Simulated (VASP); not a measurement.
# RbCl (Fm-3m) in VASP: a series of runs

RbCl is run at these levels: PBE; tasks: single point.

All numbers are computed with VASP 6.6.1; they aren't measurements. Logs are shortened: lines on timing, memory, paths and dates and some standing lists are left out, and cuts for length are marked.

**1. The cell of the first run**

Symmetry: Fm-3m, No. 225, cubic system. Conventional cell: a = 6.617 Å, b = 6.617 Å, c = 6.617 Å, α = 90.00°, β = 90.00°, γ = 90.00°. Within 4.4 Å of Rb (site symmetry m-3m) lie 6 Cl at 3.31 Å. Within 4.4 Å of Cl (site symmetry m-3m) lie 6 Rb at 3.31 Å.

**2. Single point, PBE**

The input, INCAR:

```
SYSTEM = RbCl
ALGO     = Normal         ! electronic algorithm
EDIFF    = 1E-6           ! SCF threshold, eV
ENCUT    = 500            ! plane-wave cutoff, eV
GGA      = PE             ! functional
GGA_COMPAT= .FALSE.      
ISIF     = 2              ! what is computed and relaxed
ISMEAR   = 0              ! smearing method
LASPH    = .TRUE.         ! aspherical terms in the spheres
LCHARG   = .FALSE.        ! write CHGCAR
LREAL    = .FALSE.        ! projectors in reciprocal space
LWAVE    = .FALSE.        ! write WAVECAR
NBANDS   = 15             ! bands
NELM     = 120            ! most SCF steps
PREC     = Accurate       ! precision mode
SIGMA    = 0.1            ! smearing width, eV
```

The input, KPOINTS:

```
k-points
0
G
  4 4 4
  0 0 0
```

The input, POSCAR:

```
RbCl
1.0
    0.0000000000      3.3087073290      3.3087073290
    3.3087073290      0.0000000000      3.3087073290
    3.3087073290      3.3087073290      0.0000000000
Rb Cl
1 1
Direct
    0.0000000000      0.0000000000      0.0000000000
    0.5000000000      0.5000000000      0.5000000000
```

Potentials or basis: VASP PAW PBE potentials, release 64 (Rb_sv, Cl).

The run is started by

```sh
> cat potpaw_PBE.64/Rb_sv/POTCAR potpaw_PBE.64/Cl/POTCAR > POTCAR
> mpirun -np 1 vasp_std > vasp.out
```

OUTCAR:

```text
SYSTEM = RbCl
   EDIFF = 1E-6
   ENCUT = 500
   GGA = PE
   ISIF = 2
   ISMEAR = 0
   LASPH = .TRUE.
   LREAL = .FALSE.
   NELM = 120
   PREC = Accurate

 ion  position               nearest neighbor table
   1  0.000  0.000  0.000-   2 3.31   2 3.31   2 3.31   2 3.31   2 3.31   2 3.31
   2  0.500  0.500  0.500-   1 3.31   1 3.31   1 3.31   1 3.31   1 3.31   1 3.31

  LATTYP: Found a face centered cubic cell.
 ALAT       =     6.6174146580

  Lattice vectors:

 A1 = (   0.0000000000,   3.3087073290,   3.3087073290)
 A2 = (   3.3087073290,   0.0000000000,   3.3087073290)
 A3 = (   3.3087073290,   3.3087073290,   0.0000000000)

Analysis of symmetry for initial positions (statically):
=====================================================================
 Subroutine PRICEL returns:
 Original cell was already a primitive cell.

 Routine SETGRP: Setting up the symmetry group for a
 face centered cubic supercell.

 Subroutine GETGRP returns: Found 48 space group operations
 (whereof 48 operations were pure point group operations)
 out of a pool of 48 trial point group operations.

The static configuration has the point symmetry O_h .

Analysis of symmetry for dynamics (positions and initial velocities):
=====================================================================
 Subroutine PRICEL returns:
 Original cell was already a primitive cell.

 Routine SETGRP: Setting up the symmetry group for a
 face centered cubic supercell.

 Subroutine GETGRP returns: Found 48 space group operations
 (whereof 48 operations were pure point group operations)
 out of a pool of 48 trial point group operations.

The dynamic configuration has the point symmetry O_h .

 Subroutine INISYM returns: Found 48 space group operations
 (whereof 48 operations are pure point group operations),
 and found     1 'primitive' translations

----------------------------------------------------------------------------------------

                                     Primitive cell

  volume of cell :      72.4444

  direct lattice vectors                    reciprocal lattice vectors
     0.000000000  3.308707329  3.308707329    -0.151116418  0.151116418  0.151116418
     3.308707329  0.000000000  3.308707329     0.151116418 -0.151116418  0.151116418
     3.308707329  3.308707329  0.000000000     0.151116418  0.151116418 -0.151116418

  length of vectors
     4.679218779  4.679218779  4.679218779     0.261741314  0.261741314  0.261741314

  position of ions in fractional coordinates (direct lattice)
     0.000000000  0.000000000  0.000000000
     0.500000000  0.500000000  0.500000000

  ion indices of the primitive-cell ions
   primitive index   ion index
                 1           1
                 2           2

----------------------------------------------------------------------------------------

 KPOINTS: k-points

Automatic generation of k-mesh.
 Grid dimensions read from file:
 generate k-points for:    4    4    4

 Generating k-lattice:

  Cartesian coordinates                     Fractional coordinates (reciprocal lattice)
    -0.037779105  0.037779105  0.037779105     0.250000000  0.000000000  0.000000000
     0.037779105 -0.037779105  0.037779105     0.000000000  0.250000000  0.000000000
     0.037779105  0.037779105 -0.037779105     0.000000000  0.000000000  0.250000000

  Length of vectors
     0.065435328  0.065435328  0.065435328

  Shift w.r.t. Gamma in fractional coordinates (k-lattice)
     0.000000000  0.000000000  0.000000000

 Subroutine IBZKPT returns following result:
 ===========================================

 Found      8 irreducible k-points:

 Following reciprocal coordinates:
            Coordinates               Weight
  0.000000  0.000000  0.000000      1.000000
  0.250000  0.000000  0.000000      8.000000
  0.500000  0.000000  0.000000      4.000000
  0.250000  0.250000  0.000000      6.000000
  0.500000  0.250000  0.000000     24.000000
 -0.250000  0.250000  0.000000     12.000000
  0.500000  0.500000  0.000000      3.000000
 -0.250000  0.500000  0.250000      6.000000
   k-points           NKPTS =      8   k-points in BZ     NKDIM =      8   number of bands    NBANDS=     15
   number of dos      NEDOS =    301   number of ions     NIONS =      2
   total plane-waves  NPLWV =  46656
   dimension x,y,z NGX =    36 NGY =   36 NGZ =   36
   dimension x,y,z NGXF=    72 NGYF=   72 NGZF=   72
   ions per type =               1   1
   NGX,Y,Z   is equivalent  to a cutoff of  12.79, 12.79, 12.79 a.u.
   NGXF,Y,Z  is equivalent  to a cutoff of  25.58, 25.58, 25.58 a.u.
 SYSTEM =  RbCl
   PREC   = accura    normal or accurate (medium, high low for compatibility)
   ISTART =      0    job   : 0-new  1-cont  2-samecut
   ICHARG =      2    charge: 1-file 2-atom 10-const
   ISPIN  =      1    spin polarized calculation?
   LNONCOLLINEAR =      F non collinear calculations
   LSORBIT =      F    spin-orbit coupling
   LASPH  =      T    aspherical Exc in radial PAW
   ENCUT  =  500.0 eV  36.75 Ry    6.06 a.u.   8.53  8.53  8.53*2*pi/ulx,y,z
   NELM   =    120;   NELMIN=  2; NELMDL= -5     # of ELM steps
   EDIFF  = 0.1E-05   stopping-criterion for ELM
   LREAL  =      F    real-space projection
   EDIFFG = 0.1E-04   stopping-criterion for IOM
   NSW    =      0    number of steps for IOM
   IBRION =     -1    ionic relax: 0-MD 1-quasi-New 2-CG
   NFREE  =      0    steps in history (QN), initial steepest desc. (CG)
   ISIF   =      2    stress and relaxation
   ISYM   =      2    0-nonsym 1-usesym 2-fastsym
   POTIM  = 0.5000    time-step for ionic-motion
   TEBEG  =    0.0;   TEEND  =   0.0 temperature during run
   PSTRESS=    0.0 pullay stress
   NELECT =      16.0000    total number of electrons
   NUPDOWN=      -1.0000    fix difference up-down
   EMIN   =  10.00;   EMAX   =-10.00  energy-range for DOS
   EFERMI =   0.00;   METHOD = LEGACY
   ISMEAR =     0;   SIGMA  =   0.10  broadening in eV -4-tet -1-fermi 0-gaus
   EFERMI_NEDOS =   21; number of points for ismear=-14 and -15
   IALGO  =     38    algorithm
   IMIX   =      4    mixing-type and parameters
     AMIX     =   0.40;   BMIX     =  1.00
     AMIX_MAG =   1.60;   BMIX_MAG =  1.00
  volume/ion in A,a.u.               =      36.22       244.44
  Fermi-wavevector in a.u.,A,eV,Ry     =   0.989570  1.870016 13.323486  0.979249
  Thomas-Fermi vector in A             =   2.121178
   LORBIT       =      0    0 simple, 1 ext, 2 COOP (PROOUT), +10 PAW based schemes
   GGA     = PE    functional components
   LHFCALC =     F    Hartree Fock is set to
   AEXX    =    0.0000 exact exchange contribution
   IVDW    =     0    specifies the selected vdW correction
   LEPSILON=     F    determine dielectric tensor
   LRPA    =     F    only Hartree local field effects (RPA)
 non-spin polarized calculation
 Gauss-broadening in eV      SIGMA  =   0.10
  energy-cutoff  :      500.00
  volume of cell :       72.44
 maximum number of plane-waves:      1856
 NGX is ok and might be reduce to    36
   NGX = 17   NGY = 17   NGZ = 17

 number of electron      16.0000002 magnetization

 Free energy of the ion-electron system (eV)
  ---------------------------------------------------
  ext. energy  EPLUGINS =         0.00000000
  ---------------------------------------------------
  free energy    TOTEN  =        -6.67051232 eV

  energy without entropy =       -6.67051232  energy(sigma->0) =       -6.67051232

 E-fermi :  -1.4817     XC(G=0):  -7.2859

 val. band max:       -1.9384767468   @ k =   0.0000   0.0000   0.0000
 cond. band min:       3.0068930178   @ k =   0.0000   0.0000   0.0000
 fundamental gap:      4.9453697645
 Fermi energy:        -1.4817019460

 k-point     1 :       0.0000    0.0000    0.0000
  band No.  band energies     occupation
      1     -25.9005      2.00000
      2     -13.9221      2.00000
      3      -9.9494      2.00000
      4      -9.9494      2.00000
      5      -9.9494      2.00000
      6      -1.9385      2.00000
      7      -1.9385      2.00000
      8      -1.9385      2.00000
      9       3.0069      0.00000
     10       6.0438      0.00000
     11       6.0438      0.00000
     12       6.0438      0.00000
     13       7.0165      0.00000
     14       7.0165      0.00000
     15      10.1174      0.00000

 k-point     2 :       0.2500    0.0000    0.0000
  band No.  band energies     occupation
      1     -25.8932      2.00000
      2     -13.9509      2.00000
      3      -9.9555      2.00000
      4      -9.9555      2.00000
      5      -9.9380      2.00000
      6      -2.4040      2.00000
      7      -2.1066      2.00000
      8      -2.1066      2.00000
      9       4.2503      0.00000
     10       5.8126      0.00000
     11       6.7892      0.00000
     12       6.7892      0.00000
     13       7.8640      0.00000
     14       7.8640      0.00000
     15      11.6344      0.00000

 k-point     3 :       0.5000    0.0000    0.0000
  band No.  band energies     occupation
      1     -25.8859      2.00000
      2     -13.9793      2.00000
      3      -9.9614      2.00000
      4      -9.9614      2.00000
      5      -9.9270      2.00000
      6      -2.7762      2.00000
      7      -2.2631      2.00000
      8      -2.2631      2.00000
      9       5.7555      0.00000
     10       5.9750      0.00000
     11       8.1524      0.00000
     12       8.1524      0.00000
     13       9.3680      0.00000
     14       9.3680      0.00000
     15       9.9636      0.00000

 k-point     4 :       0.2500    0.2500    0.0000
  band No.  band energies     occupation
      1     -25.8910      2.00000
      2     -13.9303      2.00000
      3      -9.9966      2.00000
      4      -9.9966      2.00000
      5      -9.9636      2.00000
      6      -2.4509      2.00000
      7      -2.0070      2.00000
      8      -2.0070      2.00000
      9       4.3560      0.00000
     10       4.9531      0.00000
     11       7.4869      0.00000
     12       7.5288      0.00000
     13       7.5288      0.00000
     14       8.3290      0.00000
     15      11.1887      0.00000

 k-point     5 :       0.5000    0.2500    0.0000
  band No.  band energies     occupation
      1     -25.8838      2.00000
      2     -13.9282      2.00000
      3     -10.0724      2.00000
      4     -10.0032      2.00000
      5      -9.9916      2.00000
      6      -2.4652      2.00000
      7      -2.2178      2.00000
      8      -2.1526      2.00000
      9       5.1426      0.00000
     10       5.9325      0.00000
     11       7.8184      0.00000
     12       8.2371      0.00000
     13       8.4757      0.00000
     14       9.0186      0.00000
     15       9.6894      0.00000

 k-point     6 :      -0.2500    0.2500    0.0000
  band No.  band energies     occupation
      1     -25.8861      2.00000
      2     -13.9489      2.00000
      3     -10.0571      2.00000
      4      -9.9622      2.00000
      5      -9.9393      2.00000
      6      -2.5951      2.00000
      7      -2.2469      2.00000
      8      -2.1136      2.00000
      9       5.3615      0.00000
     10       5.8036      0.00000
     11       7.4681      0.00000
     12       7.5656      0.00000
     13       8.3899      0.00000
     14       9.3529      0.00000
     15       9.8122      0.00000

 k-point     7 :       0.5000    0.5000    0.0000
  band No.  band energies     occupation
      1     -25.8818      2.00000
      2     -13.8754      2.00000
      3     -10.1908      2.00000
      4     -10.0442      2.00000
      5     -10.0442      2.00000
      6      -2.2608      2.00000
      7      -2.0415      2.00000
      8      -2.0415      2.00000
      9       4.2803      0.00000
     10       6.0529      0.00000
     11       7.6822      0.00000
     12       8.0957      0.00000
     13       8.3780      0.00000
     14       9.7075      0.00000
     15       9.7075      0.00000

 k-point     8 :      -0.2500    0.5000    0.2500
  band No.  band energies     occupation
      1     -25.8816      2.00000
      2     -13.9060      2.00000
      3     -10.1178      2.00000
      4     -10.1178      2.00000
      5      -9.9394      2.00000
      6      -2.3651      2.00000
      7      -2.1774      2.00000
      8      -2.1774      2.00000
      9       5.7103      0.00000
     10       5.7103      0.00000
     11       7.3331      0.00000
     12       7.3470      0.00000
     13       9.4960      0.00000
     14       9.7493      0.00000
     15      10.2618      0.00000

------------------------ aborting loop because EDIFF is reached ----------------------------------------

  FORCE on cell =-STRESS in cart. coord.  units (eV):
  Direction    XX          YY          ZZ          XY          YZ          ZX
  --------------------------------------------------------------------------------------
  -------------------------------------------------------------------------------------
  Total        0.2571223      0.2571223      0.2571223      0.0000000      0.0000000     -0.0000000
  in kB        5.6865020      5.6865020      5.6865020      0.0000000      0.0000000     -0.0000000
  external PRESSURE =       5.6865020 kB  Pullay stress =       0.0000000 kB

 VOLUME and BASIS-vectors are now :
 -----------------------------------------------------------------------------
  energy-cutoff  :      500.00
  volume of cell :       72.44
      direct lattice vectors                 reciprocal lattice vectors
     0.000000000  3.308707329  3.308707329    -0.151116418  0.151116418  0.151116418
     3.308707329  0.000000000  3.308707329     0.151116418 -0.151116418  0.151116418
     3.308707329  3.308707329  0.000000000     0.151116418  0.151116418 -0.151116418

 POSITION                                       TOTAL-FORCE (eV/Angst)
 -----------------------------------------------------------------------------------
      0.00000      0.00000      0.00000         0.000000      0.000000      0.000000
      3.30871      3.30871      3.30871        -0.000000     -0.000000     -0.000000
 -----------------------------------------------------------------------------------
    total drift:                                0.000000      0.000000      0.000000

  FREE ENERGIE OF THE ION-ELECTRON SYSTEM (eV)
  ---------------------------------------------------
  free  energy   TOTEN  =        -6.6705123214 eV

  energy  without entropy=       -6.6705123214  energy(sigma->0) =       -6.67051232
```

Wall time 12 s (1 thread of Intel Xeon 8259CL, shared host); peak memory 0.2 GiB.

Results:

```
Free energy            : -6.6705 eV
Pressure               : 0.6 GPa
Band gap on the k mesh : 4.95 eV
```

**3. Single point, PBE**

The input, INCAR:

```
PREC = Accurate ; ENCUT = 500
EDIFF = 1E-6 ; ISMEAR = 0
SIGMA = 0.1 ; LREAL = False
LASPH = True ; NELM = 120
ALGO = Normal ; ISIF = 2
LWAVE = False ; LCHARG = False
GGA = PE ; ISYM = 0
NBANDS = 15 ; GGA_COMPAT = False
```

The input, KPOINTS:

```
Automatic mesh
0
Gamma
  5 1 5
  0.5 0.5 0.5
```

POSCAR is that of step 2.

Potentials or basis: VASP PAW PBE potentials, release 64 (Rb_sv, Cl).

The run is started by

```sh
> cat potpaw_PBE.64/Rb_sv/POTCAR potpaw_PBE.64/Cl/POTCAR > POTCAR
> mpirun -np 1 vasp_std > vasp.out
```

It took 15 s on 1 thread of Intel Xeon 8259CL, shared host; peak memory 0.2 GiB.

The run converged, but its numbers aren't listed here, since they failed a check.

Caveat: the k points lie up to 1.36 Å⁻¹ apart; a shifted mesh leaves out Γ, where band edges can lie.

**4. Single point, PBE, collinear spin**

The input, INCAR:

```
PREC = Accurate
ENCUT = 500
EDIFF = 1E-6
ISMEAR = 0
SIGMA = 0.1
LREAL = F
LASPH = T
NELM = 200
ALGO = Normal
ISIF = 2
LWAVE = F
LCHARG = F
ISPIN = 2
MAGMOM = 0.19 1.14
LORBIT = 11
NUPDOWN = 2.0
GGA = PE
NBANDS = 19
GGA_COMPAT = F
```

The input, KPOINTS:

```
Automatic mesh
0
Gamma
  4 4 4
```

POSCAR is that of step 3.

The run is started by

```sh
> cat potpaw_PBE.64/Rb_sv/POTCAR potpaw_PBE.64/Cl/POTCAR > POTCAR
> mpirun -np 1 vasp_std > vasp.out
```

Wall time 28 s (1 thread of Intel Xeon 8259CL, shared host); peak memory 0.23 GiB.

It converged, with:

```yaml
Free_energy: 0.3264 eV
Pressure: 4.3 GPa
Net_moment: 2.00 μB per cell
Site_moments: Rb +0.12; Cl +0.75 μB
Valence_electrons_inside_the_program's_atomic_spheres: Rb 7.33; Cl 4.89
```

Caveat: the k points lie up to 0.41 Å⁻¹ apart; the total moment is fixed, so each spin has its own Fermi level.
